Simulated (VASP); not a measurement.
Write the native input for VASP 6.6.1 that does the following.

```
Task                   : single point
Functional             : BLYP
Potentials or basis    : VASP PAW PBE potentials, release 64 (Ca_sv)
Cutoff                 : 520 eV
k mesh                 : 11 × 11 × 11
Occupations            : fermi-dirac, width 0.1 eV
Spin                   : no spin polarisation
Dipole correction      : no
Further INCAR settings : ALGO = Normal; EDIFF = 1e-07; NBANDS = 11
```

The structure of Ca lies in POSCAR:

```
Ca
1.0
   -2.1359501798      2.1359501798      2.1359501798
    2.1359501798     -2.1359501798      2.1359501798
    2.1359501798      2.1359501798     -2.1359501798
Ca
1
Direct
    0.0000000000      0.0000000000      0.0000000000
```

This cell differs from its parent crystal: volume scaled by 0.92.

These files were run (other wordings do the same):

INCAR

```
PREC = Accurate
ENCUT = 520
EDIFF = 1E-7
ISMEAR = -1
SIGMA = 0.1
LREAL = F
LASPH = T
NELM = 80
ALGO = Normal
ISIF = 2
LWAVE = F
LCHARG = F
GGA = B5
ALDAX = 1.0
AGGAX = 1.0
AGGAC = 1.0
ALDAC = 0.0
NBANDS = 11
```

KPOINTS

```
Automatic mesh
0
Gamma
  11 11 11
```

Potentials or basis: VASP PAW PBE potentials, release 64 (Ca_sv).

Launch:

```bash
$ cat potpaw_PBE.64/Ca_sv/POTCAR > POTCAR
$ mpirun -np 1 vasp_std > vasp.out
```

Results of the run:

The pressure is 1.5 GPa and the band gap on the k mesh is zero (band 5 reaches 3.06 eV, above the bottom of band 6 at 2.70 eV).

Caveat: the PAW data sets were made with another functional, which shifts forces and pressure a little.

It took 18 s on 1 thread of AMD EPYC 9R45 96-Core Processor (Zen 5), with other jobs on the host, peak memory 0.13 GiB.
